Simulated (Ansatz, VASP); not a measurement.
# BeS in VASP and in Ansatz

```
Be S
1.0
     0.00000    2.43789    2.43789
     2.43789    0.00000    2.43789
     2.43789    2.43789    0.00000
Be S
1 1
Direct
  0.00000 0.00000 0.00000
  0.25000 0.25000 0.25000
```

Alike in both runs: task single point; functional PBE; k mesh 8 × 8 × 8; occupations gaussian, width 0.02 eV; no spin polarisation.

|  | VASP | Ansatz |
| --- | --- | --- |
| version | VASP 6.6.1 | Ansatz 0.2.0 |
| potentials or method | VASP PAW PBE potentials, release 64 (Be, S), cutoff 600 eV | scalar-relativistic, plane waves, PAW |
| valence electrons in the cell | 8 | 8 |

|  | VASP | Ansatz | Ansatz less VASP |
| --- | --- | --- | --- |
| gap on the k mesh at the Fermi level (eV) | 3.15 | 3.15 | 0.000 |
| least direct gap on the mesh (eV) | 5.68 | 5.66 | -0.015 |
| pressure (GPa) | 0.1 | 0.0 | -0.06 |
